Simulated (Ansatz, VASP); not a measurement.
## PtS2 in VASP and in Ansatz

The input INCAR:

```
SYSTEM = PtS2
ALGO     = Normal         ! electronic algorithm
EDIFF    = 1E-6           ! SCF threshold, eV
ENCUT    = 520            ! plane-wave cutoff, eV
GGA      = PE             ! functional
ISIF     = 2              ! what is computed and relaxed
ISMEAR   = -1             ! smearing method
LASPH    = .True.         ! aspherical terms in the spheres
LCHARG   = .False.        ! write CHGCAR
LREAL    = .False.        ! projectors in reciprocal space
LWAVE    = .False.        ! write WAVECAR
NBANDS   = 18             ! bands
NELM     = 80             ! most SCF steps
PREC     = Accurate       ! precision mode
SIGMA    = 0.03           ! smearing width, eV
```

KPOINTS

```
k-points
0
Gamma
  13 13 8
  0 0 0
```

Contents of POSCAR:

```
PtS2
1.0
    3.5431994758      0.0000000000      0.0000000000
   -1.7715997379      3.0685007567      0.0000000000
    0.0000000000      0.0000000000      5.0388000000
Pt S
1 2
Direct
    0.0000000000      0.0000000000      0.0000000000
    0.3333333333      0.6666666667      0.2500000000
    0.6666666667      0.3333333333      0.7500000000
```

Input for Ansatz:

```yaml
crystal:
  lattice:
    - [3.5431994758, 0.0, 0.0]
    - [-1.7715997379, 3.0685007567, 0.0]
    - [0.0, 0.0, 5.0388]
  atoms:
    - { symbol: Pt, position: [0.0, 0.0, 0.0] }
    - { symbol: S, position: [0.3333333333, 0.6666666667, 0.25] }
    - { symbol: S, position: [0.6666666667, 0.3333333333, 0.75] }
kpoints:
  mp_grid: { grid: [13, 13, 8] }
  band_path:
    path:
      - [0.0, 0.0, 0.0]
      - [0.5, 0.0, 0.0]
      - [0.3333333333, 0.3333333333, 0.0]
      - [0.0, 0.0, 0.0]
      - [0.0, 0.0, 0.5]
      - [0.5, 0.0, 0.5]
      - [0.3333333333, 0.3333333333, 0.5]
      - [0.0, 0.0, 0.5]
      - [0.5, 0.0, 0.5]
    npoints: 8
scf:
  occupations: { method: fermi_dirac, width: 0.03 }
hamiltonian:
  xc: pbe
  pseudopotentials: { kind: all_electron, lapw: { basis_error: 0.001 } }
output:
  forces: true
  stress: true
  eigenvalues: true
  fatbands: true
  populations: true
  dos: { projected: true, de: 0.2, e_range: [-14, 8] }
```

Alike in both runs: task single point; functional PBE; k mesh 13 × 13 × 8; occupations fermi-dirac, width 0.03 eV; no spin polarisation.

```csv
,VASP,Ansatz
version,VASP 6.6.1,Ansatz 0.2.0
potentials or method,"VASP PAW PBE potentials, release 64 (Pt, S), cutoff 520 eV","all-electron LAPW, scalar-relativistic"
```

Ansatz gave:

| Item | Value |
| --- | --- |
| pressure (GPa) | 2.4 |
| traceless stress, the component that is largest in VASP (GPa) | -1.88 |
| rms of the force components (eV/Å) | 0.155 |

Problem. Estimate VASP's values.

Solution. Pressure (GPa): 1.9; traceless stress, the component that is largest in VASP (GPa): -1.75; rms of the force components (eV/Å): 0.173.

Atom by atom the forces differ by 0.018 eV/Å (rms over components). Ansatz ran all-electron here, and VASP with PAW potentials.

Neither program's run includes spin-orbit coupling.
